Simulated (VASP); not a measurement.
Wanted: the native input for a VASP 6.6.1 run.

```yaml
Task: single point
Functional: r2SCAN
Potentials_or_basis: VASP PAW PBE potentials, release 64 (Zn, S)
Cutoff: 520 eV
k_mesh: 12 × 12 × 4
Occupations: gaussian, width 0.01 eV
Spin: no spin polarisation
Dipole_correction: no
Further_INCAR_settings: ALGO = Normal; EDIFF = 1e-06; NBANDS = 26
```

ZnS:

```
CELL_PARAMETERS angstrom
3.58959 0.00000 0.00000
-1.79480 3.10868 0.00000
0.00000 0.00000 5.88000
ATOMIC_POSITIONS crystal
Zn 0.00000 0.00000 0.00000
Zn 0.00000 0.00000 0.50000
S 0.33333 0.66667 0.25000
S 0.66667 0.33333 0.75000
```

The input as run:

POSCAR

```
ZnS
1.0
    3.5895904811      0.0000000000      0.0000000000
   -1.7947952405      3.1086765458      0.0000000000
    0.0000000000      0.0000000000      5.8799973221
Zn S
2 2
Direct
    0.0000000000      0.0000000000      0.0000000000
    0.0000000000      0.0000000000      0.5000000000
    0.3333333333      0.6666666667      0.2500000000
    0.6666666667      0.3333333333      0.7500000000
```

INCAR.step1

```
  PREC = Accurate
  ENCUT = 520
  ISMEAR = 0
  SIGMA = 0.01
  LREAL = False
  LASPH = True
  NELM = 80
  NBANDS = 26
  GGA = PE
  ALGO = Normal
  EDIFF = 1E-4
  LWAVE = True
  LCHARG = False
```

INCAR.step2

```
  PREC = Accurate
  ENCUT = 520
  EDIFF = 1E-6
  ISMEAR = 0
  SIGMA = 0.01
  LREAL = False
  LASPH = True
  NELM = 80
  ALGO = Normal
  ISIF = 2
  LWAVE = False
  LCHARG = False
  METAGGA = R2SCAN
  LMIXTAU = True
  NBANDS = 26
  ISTART = 1
```

KPOINTS

```
regular mesh
0
Gamma
  12 12 4
```

Potentials or basis: VASP PAW PBE potentials, release 64 (Zn, S).

Launch:

```console
$ cat potpaw_PBE.64/Zn/POTCAR potpaw_PBE.64/S/POTCAR > POTCAR
$ cp INCAR.step1 INCAR
$ mpirun -np 1 vasp_std > vasp.out
$ cp INCAR.step2 INCAR
$ mpirun -np 1 vasp_std > vasp.out
```

It gave:

```yaml
Pressure: 0.2 GPa
Band_gap_on_the_k_mesh: 0.81 eV, indirect (least direct gap 2.38 eV)
```

Caveat: the PAW data sets were made with another functional, which shifts forces and pressure a little.

Wall time 8.8 min on 1 thread of Intel Xeon 8259CL (shared host), peak memory 0.24 GiB.
